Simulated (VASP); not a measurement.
Set up this calculation in VASP 6.6.1, as the native input.

| Item | Value |
| --- | --- |
| Task | single point |
| Functional | PBE |
| Potentials or basis | VASP PAW PBE potentials, release 64 (Ba_sv, Ti_sv, O) |
| Cutoff | 520 eV |
| k mesh | 8 × 8 × 8 |
| Occupations | gaussian, width 0.02 eV |
| Spin | no spin polarisation |
| Dipole correction | no |
| Further INCAR settings | ALGO = Normal; EDIFF = 1e-06; NBANDS = 28 |

The structure of BaTiO3 lies in POSCAR:

```
BaTiO3
1.0
    3.9641013814      0.0000000000      0.0000000000
    0.0000000000      2.8545162817      2.8701234135
    0.0000000000     -2.8545162817      2.8701234135
Ba Ti O
1 1 3
Direct
    0.0000000000      0.0083011732      0.0083011732
    0.5000000000      0.5229401533      0.5229401533
    0.0000000000      0.4897315629      0.4897315629
    0.5000000000      0.4934957114      0.9817513992
    0.5000000000      0.9817513992      0.4934957114
```

One way to write it, as run:

INCAR

```
SYSTEM = BaTiO3
PREC     = Accurate       ! precision mode
ENCUT    = 520            ! plane-wave cutoff, eV
EDIFF    = 1E-6           ! SCF threshold, eV
ISMEAR   = 0              ! smearing method
SIGMA    = 0.02           ! smearing width, eV
LREAL    = .FALSE.        ! projectors in reciprocal space
LASPH    = .TRUE.         ! aspherical terms in the spheres
NELM     = 80             ! most SCF steps
ALGO     = Normal         ! electronic algorithm
ISIF     = 2              ! what is computed and relaxed
LWAVE    = .FALSE.        ! write WAVECAR
LCHARG   = .FALSE.        ! write CHGCAR
GGA      = PE             ! functional
NBANDS   = 28             ! bands
```

KPOINTS

```
regular mesh
0
G
  8 8 8
  0 0 0
```

Potentials or basis: VASP PAW PBE potentials, release 64 (Ba_sv, Ti_sv, O).

Launch:

```bash
$ cat potpaw_PBE.64/Ba_sv/POTCAR potpaw_PBE.64/Ti_sv/POTCAR potpaw_PBE.64/O/POTCAR > POTCAR
$ mpirun -np 1 vasp_std > vasp.out
```

It gave:

| Item | Value |
| --- | --- |
| Pressure | 4.9 GPa |
| Largest force | 0.073 eV/Å |
| Band gap on the k mesh | 2.20 eV (least direct gap 2.63 eV) |

Caveat: the cell stands under pressure; spin-orbit coupling is left out, which moves the levels of the heavy elements.

It took 95 s on 1 thread of Intel(R) Xeon(R) 6975P-C (Granite Rapids), on a shared host, peak memory 0.3 GiB.
